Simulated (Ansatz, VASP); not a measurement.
## One calculation of MnO, two programs

```
Mn O
1.0
     0.00000    2.26727    2.26727
     2.26727    0.00000    2.26727
     2.26727    2.26727    0.00000
Mn O
1 1
Direct
  0.00000 0.00000 0.00000
  0.50000 0.50000 0.50000
```

Alike in both runs: task single point; functional PBE; k mesh 12 × 12 × 12; occupations gaussian, width 0.05 eV; collinear spin; Hubbard terms Mn d U = 3.9 eV.

|  | VASP | Ansatz |
| --- | --- | --- |
| version | VASP 6.6.1 | Ansatz 0.2.0 |
| potentials or method | VASP PAW PBE potentials, release 64 (Mn_sv, O), cutoff 600 eV | scalar-relativistic, plane waves, PAW |
| valence electrons in the cell | 21 | 21 |

Ansatz gave:

```
pressure (GPa)                                                : -0.2
net moment per atom (μB)                                      : 2.50
size of the moment on the site where the two differ most (μB) : 4.32
```

Question: What did VASP give for the same quantities?

Answer: Pressure (GPa): -4.0; net moment per atom (μB): 2.50; size of the moment on the site where the two differ most (μB): 4.50.

Site moments also hang on the region over which each program counts them. The programs project onto different local orbitals, so the same U acts differently, and such runs can settle in different states. Ansatz's warnings: filled band counts differ across k points, stability check not made.
